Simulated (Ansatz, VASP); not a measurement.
Two plane-wave programs on Hf

```
Hf
1.0
     3.26063    0.00000    0.00000
    -1.63032    2.82379    0.00000
     0.00000    0.00000    5.05780
Hf
2
Direct
  0.33333 0.66667 0.25000
  0.66667 0.33333 0.75000
```

Change from the starting cell: equal xx and yy strain of +2 %, PAW files.

Alike in both runs: task electric field gradients; functional PBE; k mesh 13 × 13 × 7; occupations fermi-dirac, width 0.05 eV; no spin polarisation.

|  | VASP | Ansatz |
| --- | --- | --- |
| version | VASP 6.6.1 | Ansatz 0.2.0 |
| potentials or method | VASP PAW PBE potentials, release 64 (Hf_pv) | PAW with Ansatz's default frozen-core files, scalar-relativistic |
| plane-wave cutoff (eV) | 520 | 420 |
| valence electrons in the cell | 20 | 52 |

Ansatz gave:

- pressure (GPa): -3.2
- traceless stress, the component that is largest in VASP (GPa): 1.40
- size of Vzz on the site where it differs most (V/Å²): 96.4

Q: Which values does VASP return?

A: Pressure (GPa): -3.7; traceless stress, the component that is largest in VASP (GPa): 1.33; size of Vzz on the site where it differs most (V/Å²): 87.2.

VASP's potentials hold 20 valence electrons a cell and Ansatz's 52, so a difference there can come from the potentials and not from the codes.

Spin-orbit coupling is off throughout.
